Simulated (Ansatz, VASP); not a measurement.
## GaSe4: VASP beside Ansatz

```
CELL_PARAMETERS angstrom
5.33975 0.00000 0.00000
0.00000 5.33975 0.00000
0.00000 0.00000 9.74461
ATOMIC_POSITIONS crystal
Ga 0.50000 0.50000 0.50000
Ga 0.00000 0.00000 0.00000
Se 0.81367 0.37840 0.89347
Se 0.87840 0.31367 0.39347
Se 0.12160 0.68633 0.39347
Se 0.62160 0.81367 0.10653
Se 0.31367 0.12160 0.60653
Se 0.68633 0.87840 0.60653
Se 0.18633 0.62160 0.89347
Se 0.37840 0.18633 0.10653
```

Change from the starting cell: species swapped into the Pd4S type (P-42_1c, No. 114).

Alike in both runs: functional PBE; k mesh 6 × 6 × 4; occupations gaussian, width 0.1 eV; no spin polarisation.

Ansatz relaxed the structure, and its values are those at the end. VASP's run is a single point on that final structure, the one shown.

|  | VASP | Ansatz |
| --- | --- | --- |
| version | VASP 6.6.1 | Ansatz 0.2.0 |
| potentials or method | VASP PAW PBE potentials, release 64 (Ga_d, Se), cutoff 520 eV | scalar-relativistic, plane waves, PAW |
| valence electrons in the cell | 74 | 154 |

```tsv
	VASP	Ansatz	Ansatz less VASP
gap on the k mesh at the Fermi level (eV)	none	none	-
pressure (GPa)	0.1	0.0	-0.11
rms of the force components (eV/Å)	0.016	0.002	-0.0142
```

A gap of «none» marks a metal or a gap that the smearing closes. The functional is the same, so the differences come from potentials, cutoffs and numerics. VASP's potentials hold 74 valence electrons a cell and Ansatz's 154, so a difference there can come from the potentials and not from the codes.
